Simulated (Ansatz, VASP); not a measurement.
**Au: VASP beside Ansatz**

Contents of INCAR:

```
ALGO     = Normal         # electronic algorithm
EDIFF    = 1E-6           # SCF threshold, eV
ENCUT    = 520            # plane-wave cutoff, eV
GGA      = PE             # functional
ISIF     = 2              # what is computed and relaxed
ISMEAR   = 0              # smearing method
LASPH    = True           # aspherical terms in the spheres
LCHARG   = True           # write CHGCAR
LELF     = True           # ELF
LREAL    = False          # projectors in reciprocal space
LVHAR    = True         
LWAVE    = False          # write WAVECAR
NBANDS   = 18             # bands
NELM     = 100            # most SCF steps
PREC     = Accurate       # precision mode
SIGMA    = 0.1            # smearing width, eV
```

The input KPOINTS:

```
k-points
0
Gamma
  8 8 4
```

File POSCAR:

```
Au
1.0
    1.4113099650     -2.5559330250      0.0000000000
    1.4113099650      2.5559330250      0.0000000000
    0.0000000000      0.0000000000      4.8931696100
Au
2
Direct
    0.6653279700      0.3346720300      0.2500000000
    0.3346720300      0.6653279700      0.7500000000
```

Input for Ansatz:

```yaml
crystal:
  lattice:
    - [1.411309965, -2.555933025, 0.0]
    - [1.411309965, 2.555933025, 0.0]
    - [0.0, 0.0, 4.89316961]
  atoms:
    - { symbol: Au, position: [0.66532797, 0.33467203, 0.25] }
    - { symbol: Au, position: [0.33467203, 0.66532797, 0.75] }
basis:
  ecutwfc: 420
kpoints:
  mp_grid: { grid: [8, 8, 4] }
hamiltonian:
  xc: pbe
scf:
  occupations: { method: gaussian, width: 0.1 }
output:
  forces: true
  stress: true
  eigenvalues: true
```

Alike in both runs: task single point; functional PBE; k mesh 8 × 8 × 4; occupations gaussian, width 0.1 eV; no spin polarisation.

```csv
,VASP,Ansatz
version,VASP 6.6.1,Ansatz 0.2.0
potentials or method,"VASP PAW PBE potentials, release 64 (Au), cutoff 520 eV","scalar-relativistic, plane waves, PAW"
valence electrons in the cell,22,38
```

```tsv
	VASP	Ansatz	Ansatz less VASP
gap on the k mesh at the Fermi level (eV)	none	none	-
pressure (GPa)	3.4	3.6	+0.26
traceless stress, the component that is largest in VASP (GPa)	2.04	2.05	+0.009
```

A gap of «none» marks a metal or a gap that the smearing closes. With one functional, cell and mesh, what is left measures potentials, basis and numerics. VASP's potentials hold 22 valence electrons a cell and Ansatz's 38, so a difference there can come from the potentials and not from the codes.

Neither program's run includes spin-orbit coupling.
